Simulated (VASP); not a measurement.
Runs of VASP 6.6.1 on TePb. The structure is that of space group P6_3/mmc (No. 194), or close to it. The cells are those of the table. 

```csv
cell,gap on the mesh (eV),pressure (GPa)
"a = 5.636, b = 5.636, c = 6.748 Å, angles 90.0, 90.0, 120.0°, 4 atoms",1.19,-1.5
"a = 5.415, b = 5.415, c = 6.483 Å, angles 90.0, 90.0, 120.0°, 4 atoms",1.06,(a)
"a = 5.582, b = 5.582, c = 6.684 Å, angles 90.0, 90.0, 120.0°, 4 atoms",1.17,-0.8
"a = 5.472, b = 5.472, c = 6.551 Å, angles 90.0, 90.0, 120.0°, 4 atoms",1.10,1.0
"a = 5.498, b = 5.498, c = 6.575 Å, angles 90.0, 90.0, 120.0°, 4 atoms",(c),0.5
"a = 5.528, b = 5.528, c = 6.618 Å, angles 90.0, 90.0, 120.0°, 4 atoms",1.14,(b)
```

Alike in all rows: task single point; level PBE; potentials or basis VASP PAW PBE potentials, release 64 (Pb_d, Te); no spin polarisation; k mesh 6 × 6 × 4; cutoff (eV) 520; smearing gaussian 0.01 eV.

Problem. Fill in the values left out.

Solution. (a) 2.1; (b) 0.0; (c) 1.13.

Caveats: spin-orbit coupling is left out, which moves the levels of the heavy elements.

A k mesh can miss the band edges, and the runs leave out spin-orbit coupling on Pb, Te.
